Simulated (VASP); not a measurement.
# NaLi2 (Fd-3m) in VASP: a series of runs

The runs below take NaLi2 through single point, relaxation of cell and atoms, with PBE.

Program: VASP 6.6.1. These are calculated values, not measurements. Logs are shortened: lines on timing, memory, paths and dates and some standing lists are left out, and cuts for length are marked.

### Step 1. The cell of the first run

Symmetry: Fd-3m, No. 227, cubic system. Conventional cell: a = 8.496 Å, b = 8.496 Å, c = 8.496 Å, α = 90.00°, β = 90.00°, γ = 90.00°. Na (site symmetry -43m) has 12 Li at 3.52 Å and 4 Na at 3.68 Å within 4.6 Å. Li (site symmetry -3m) has 6 Li at 3.00 Å and 6 Na at 3.52 Å within 4.0 Å.

### Step 2. Single point, PBE

INCAR

```
PREC = Accurate ; ENCUT = 520
EDIFF = 1E-6 ; ISMEAR = 0
SIGMA = 0.1 ; LREAL = False
LASPH = True ; NELM = 60
ALGO = Normal ; ISIF = 2
LWAVE = False ; LCHARG = False
GGA = PE ; NBANDS = 22
```

KPOINTS

```
Automatic mesh
0
Gamma
  4 4 4
```

POSCAR

```
NaLi2
1.0
    0.0000000000      4.2480999988      4.2480999988
    4.2480999988      0.0000000000      4.2480999988
    4.2480999988      4.2480999988      0.0000000000
Na Li
2 4
Direct
    0.0000000000      0.0000000000      0.0000000000
    0.2500000000      0.2500000000      0.2500000000
    0.6250000000      0.6250000000      0.6250000000
    0.1250000000      0.6250000000      0.6250000000
    0.6250000000      0.6250000000      0.1250000000
    0.6250000000      0.1250000000      0.6250000000
```

Potentials or basis: VASP PAW PBE potentials, release 64 (Na_pv, Li_sv).

Started as:

```
$ cat potpaw_PBE.64/Na_pv/POTCAR potpaw_PBE.64/Li_sv/POTCAR > POTCAR
$ mpirun -np 1 vasp_std > vasp.out
```

OUTCAR:

```text
PREC = Accurate
   ENCUT = 520
   EDIFF = 1E-6
   ISMEAR = 0
   LREAL = False
   LASPH = True
   NELM = 60
   ISIF = 2
   GGA = PE

 ion  position               nearest neighbor table
   1  0.000  0.000  0.000-
   2  0.250  0.250  0.250-
   3  0.625  0.625  0.625-
   4  0.125  0.625  0.625-
   5  0.625  0.625  0.125-
   6  0.625  0.125  0.625-

  LATTYP: Found a face centered cubic cell.
 ALAT       =     8.4961999976

  Lattice vectors:

 A1 = (   0.0000000000,   4.2480999988,   4.2480999988)
 A2 = (   4.2480999988,   0.0000000000,   4.2480999988)
 A3 = (   4.2480999988,   4.2480999988,   0.0000000000)

Analysis of symmetry for initial positions (statically):
=====================================================================
 Subroutine PRICEL returns:
 Original cell was already a primitive cell.

 Routine SETGRP: Setting up the symmetry group for a
 face centered cubic supercell.

 Subroutine GETGRP returns: Found 48 space group operations
 (whereof 24 operations were pure point group operations)
 out of a pool of 48 trial point group operations.

The static configuration has the point symmetry T_d .
 The point group associated with its full space group is O_h .

Analysis of symmetry for dynamics (positions and initial velocities):
=====================================================================
 Subroutine PRICEL returns:
 Original cell was already a primitive cell.

 Routine SETGRP: Setting up the symmetry group for a
 face centered cubic supercell.

 Subroutine GETGRP returns: Found 48 space group operations
 (whereof 24 operations were pure point group operations)
 out of a pool of 48 trial point group operations.

The dynamic configuration has the point symmetry T_d .
 The point group associated with its full space group is O_h .

 Subroutine INISYM returns: Found 48 space group operations
 (whereof 24 operations are pure point group operations),
 and found     1 'primitive' translations

----------------------------------------------------------------------------------------

                                     Primitive cell

  volume of cell :     153.3254

  direct lattice vectors                    reciprocal lattice vectors
     0.000000000  4.248099999  4.248099999    -0.117699678  0.117699678  0.117699678
     4.248099999  0.000000000  4.248099999     0.117699678 -0.117699678  0.117699678
     4.248099999  4.248099999  0.000000000     0.117699678  0.117699678 -0.117699678

  length of vectors
     6.007720633  6.007720633  6.007720633     0.203861822  0.203861822  0.203861822

  position of ions in fractional coordinates (direct lattice)
     0.000000000  0.000000000  0.000000000
     0.250000000  0.250000000  0.250000000
     0.625000000  0.625000000  0.625000000
     0.125000000  0.625000000  0.625000000
     0.625000000  0.625000000  0.125000000
     0.625000000  0.125000000  0.625000000

  ion indices of the primitive-cell ions
   primitive index   ion index
                 1           1
                 2           2
                 3           3
                 4           4
                 5           5
                 6           6

----------------------------------------------------------------------------------------

 KPOINTS: Automatic mesh

Automatic generation of k-mesh.
 Grid dimensions read from file:
 generate k-points for:    4    4    4

 Generating k-lattice:

  Cartesian coordinates                     Fractional coordinates (reciprocal lattice)
    -0.029424919  0.029424919  0.029424919     0.250000000  0.000000000  0.000000000
     0.029424919 -0.029424919  0.029424919     0.000000000  0.250000000  0.000000000
     0.029424919  0.029424919 -0.029424919     0.000000000  0.000000000  0.250000000

  Length of vectors
     0.050965455  0.050965455  0.050965455

  Shift w.r.t. Gamma in fractional coordinates (k-lattice)
     0.000000000  0.000000000  0.000000000

 Subroutine IBZKPT returns following result:
 ===========================================

 Found      8 irreducible k-points:

 Following reciprocal coordinates:
            Coordinates               Weight
  0.000000  0.000000  0.000000      1.000000
  0.250000  0.000000  0.000000      8.000000
  0.500000  0.000000  0.000000      4.000000
  0.250000  0.250000  0.000000      6.000000
  0.500000  0.250000  0.000000     24.000000
 -0.250000  0.250000  0.000000     12.000000
  0.500000  0.500000  0.000000      3.000000
 -0.250000  0.500000  0.250000      6.000000
   k-points           NKPTS =      8   k-points in BZ     NKDIM =      8   number of bands    NBANDS=     22
   number of dos      NEDOS =    301   number of ions     NIONS =      6
   total plane-waves  NPLWV = 110592
   dimension x,y,z NGX =    48 NGY =   48 NGZ =   48
   dimension x,y,z NGXF=    96 NGYF=   96 NGZF=   96
   ions per type =               2   4
   NGX,Y,Z   is equivalent  to a cutoff of  13.28, 13.28, 13.28 a.u.
   NGXF,Y,Z  is equivalent  to a cutoff of  26.57, 26.57, 26.57 a.u.
 SYSTEM =  unknown system
   PREC   = accura    normal or accurate (medium, high low for compatibility)
   ISTART =      0    job   : 0-new  1-cont  2-samecut
   ICHARG =      2    charge: 1-file 2-atom 10-const
   ISPIN  =      1    spin polarized calculation?
   LNONCOLLINEAR =      F non collinear calculations
   LSORBIT =      F    spin-orbit coupling
   LASPH  =      T    aspherical Exc in radial PAW
   ENCUT  =  520.0 eV  38.22 Ry    6.18 a.u.  11.17 11.17 11.17*2*pi/ulx,y,z
   NELM   =     60;   NELMIN=  2; NELMDL= -5     # of ELM steps
   EDIFF  = 0.1E-05   stopping-criterion for ELM
   LREAL  =      F    real-space projection
   EDIFFG = 0.1E-04   stopping-criterion for IOM
   NSW    =      0    number of steps for IOM
   IBRION =     -1    ionic relax: 0-MD 1-quasi-New 2-CG
   NFREE  =      0    steps in history (QN), initial steepest desc. (CG)
   ISIF   =      2    stress and relaxation
   ISYM   =      2    0-nonsym 1-usesym 2-fastsym
   POTIM  = 0.5000    time-step for ionic-motion
   TEBEG  =    0.0;   TEEND  =   0.0 temperature during run
   PSTRESS=    0.0 pullay stress
   NELECT =      26.0000    total number of electrons
   NUPDOWN=      -1.0000    fix difference up-down
   EMIN   =  10.00;   EMAX   =-10.00  energy-range for DOS
   EFERMI =   0.00;   METHOD = LEGACY
   ISMEAR =     0;   SIGMA  =   0.10  broadening in eV -4-tet -1-fermi 0-gaus
   EFERMI_NEDOS =   21; number of points for ismear=-14 and -15
   IALGO  =     38    algorithm
   IMIX   =      4    mixing-type and parameters
     AMIX     =   0.40;   BMIX     =  1.00
     AMIX_MAG =   1.60;   BMIX_MAG =  1.00
  volume/ion in A,a.u.               =      25.55       172.45
  Fermi-wavevector in a.u.,A,eV,Ry     =   0.906138  1.712353 11.171565  0.821087
  Thomas-Fermi vector in A             =   2.029790
   LORBIT       =      0    0 simple, 1 ext, 2 COOP (PROOUT), +10 PAW based schemes
   GGA     = PE    functional components
   LHFCALC =     F    Hartree Fock is set to
   AEXX    =    0.0000 exact exchange contribution
   IVDW    =     0    specifies the selected vdW correction
   LEPSILON=     F    determine dielectric tensor
   LRPA    =     F    only Hartree local field effects (RPA)
 non-spin polarized calculation
 Gauss-broadening in eV      SIGMA  =   0.10
  energy-cutoff  :      520.00
  volume of cell :      153.33
 maximum number of plane-waves:      4156
 NGX is ok and might be reduce to    48
   NGX = 23   NGY = 23   NGZ = 23

 number of electron      25.9999983 magnetization

 Free energy of the ion-electron system (eV)
  ---------------------------------------------------
  ext. energy  EPLUGINS =         0.00000000
  ---------------------------------------------------
  free energy    TOTEN  =        -9.98756654 eV

  energy without entropy =       -9.96875020  energy(sigma->0) =       -9.97815837

 E-fermi :   0.7508     XC(G=0):  -6.8382

 val. band max:        0.5636663629   @ k =   0.5000   0.5000   0.0000
 cond. band min:       0.8211818429   @ k =   0.5000   0.2500   0.0000
 fundamental gap:      0.2575154800
 Fermi energy:         0.7507908738

 k-point     1 :       0.0000    0.0000    0.0000
  band No.  band energies     occupation
      1     -46.2569      2.00000
      2     -46.2423      2.00000
      3     -46.2423      2.00000
      4     -46.2423      2.00000
      5     -23.9886      2.00000
      6     -23.9886      2.00000
[... 14 lines left out ...]
     21       3.9986      0.00000
     22       5.4598      0.00000

 k-point     2 :       0.2500    0.0000    0.0000
  band No.  band energies     occupation
      1     -46.2554      2.00000
      2     -46.2438      2.00000
      3     -46.2423      2.00000
      4     -46.2422      2.00000
      5     -23.9892      2.00000
      6     -23.9892      2.00000
[... 14 lines left out ...]
     21       4.9443      0.00000
     22       5.8941      0.00000

 k-point     3 :       0.5000    0.0000    0.0000
  band No.  band energies     occupation
      1     -46.2533      2.00000
      2     -46.2459      2.00000
      3     -46.2423      2.00000
      4     -46.2423      2.00000
      5     -23.9898      2.00000
      6     -23.9898      2.00000
[... 14 lines left out ...]
     21       5.5269      0.00000
     22       6.7312      0.00000

 k-point     4 :       0.2500    0.2500    0.0000
  band No.  band energies     occupation
      1     -46.2548      2.00000
      2     -46.2444      2.00000
      3     -46.2422      2.00000
      4     -46.2422      2.00000
      5     -23.9899      2.00000
      6     -23.9899      2.00000
[... 14 lines left out ...]
     21       5.4233      0.00000
     22       5.5845      0.00000

 k-point     5 :       0.5000    0.2500    0.0000
  band No.  band energies     occupation
      1     -46.2522      2.00000
      2     -46.2470      2.00000
      3     -46.2423      2.00000
      4     -46.2423      2.00000
      5     -23.9908      2.00000
      6     -23.9904      2.00000
[... 14 lines left out ...]
     21       6.1120      0.00000
     22       6.8181      0.00000

 k-point     6 :      -0.2500    0.2500    0.0000
  band No.  band energies     occupation
      1     -46.2533      2.00000
      2     -46.2459      2.00000
      3     -46.2423      2.00000
      4     -46.2423      2.00000
      5     -23.9907      2.00000
      6     -23.9898      2.00000
[... 14 lines left out ...]
     21       5.2485      0.00000
     22       6.8399      0.00000

 k-point     7 :       0.5000    0.5000    0.0000
  band No.  band energies     occupation
      1     -46.2496      2.00000
      2     -46.2496      2.00000
      3     -46.2423      2.00000
      4     -46.2423      2.00000
      5     -23.9910      2.00000
      6     -23.9910      2.00000
[... 14 lines left out ...]
     21       5.9386      0.00000
     22       5.9386      0.00000

 k-point     8 :      -0.2500    0.5000    0.2500
  band No.  band energies     occupation
      1     -46.2496      2.00000
      2     -46.2496      2.00000
      3     -46.2423      2.00000
      4     -46.2423      2.00000
      5     -23.9910      2.00000
      6     -23.9910      2.00000
[... 14 lines left out ...]
     21       6.8955      0.00000
     22       6.8961      0.00000

------------------------ aborting loop because EDIFF is reached ----------------------------------------

  FORCE on cell =-STRESS in cart. coord.  units (eV):
  Direction    XX          YY          ZZ          XY          YZ          ZX
  --------------------------------------------------------------------------------------
  -------------------------------------------------------------------------------------
  Total        0.3196948      0.3196948      0.3196948     -0.0000000     -0.0000000     -0.0000000
  in kB        3.3406578      3.3406578      3.3406578     -0.0000000     -0.0000000     -0.0000000
  external PRESSURE =       3.3406578 kB  Pullay stress =       0.0000000 kB

 VOLUME and BASIS-vectors are now :
 -----------------------------------------------------------------------------
  energy-cutoff  :      520.00
  volume of cell :      153.33
      direct lattice vectors                 reciprocal lattice vectors
     0.000000000  4.248099999  4.248099999    -0.117699678  0.117699678  0.117699678
     4.248099999  0.000000000  4.248099999     0.117699678 -0.117699678  0.117699678
     4.248099999  4.248099999  0.000000000     0.117699678  0.117699678 -0.117699678

 POSITION                                       TOTAL-FORCE (eV/Angst)
 -----------------------------------------------------------------------------------
      0.00000      0.00000      0.00000        -0.000000     -0.000000     -0.000000
      2.12405      2.12405      2.12405         0.000000      0.000000      0.000000
      5.31012      5.31012      5.31012        -0.000000      0.000000     -0.000000
      5.31012      3.18607      3.18607        -0.000000      0.000000     -0.000000
      3.18607      3.18607      5.31012        -0.000000      0.000000     -0.000000
      3.18607      5.31012      3.18607        -0.000000      0.000000     -0.000000
 -----------------------------------------------------------------------------------
    total drift:                                0.000000      0.000000      0.000000

  FREE ENERGIE OF THE ION-ELECTRON SYSTEM (eV)
  ---------------------------------------------------
  free  energy   TOTEN  =        -9.9875665393 eV

  energy  without entropy=       -9.9687501983  energy(sigma->0) =       -9.97815837
```

Wall time 23 s (1 thread of Intel Xeon Platinum 8559C (Emerald Rapids), shared host); peak memory 0.31 GiB.

Results:

| Quantity | Value |
| --- | --- |
| Free energy | -9.9876 eV |
| Band gap on the k mesh | zero (band 13 reaches 1.58 eV, above the bottom of band 14 at -0.70 eV) |

Caveat: the cutoff is under 1.25 times the usual one of these potentials, so pressure, stress and relaxed cells hold a basis-set (Pulay) error.

(Continued in part 2 of 2.)
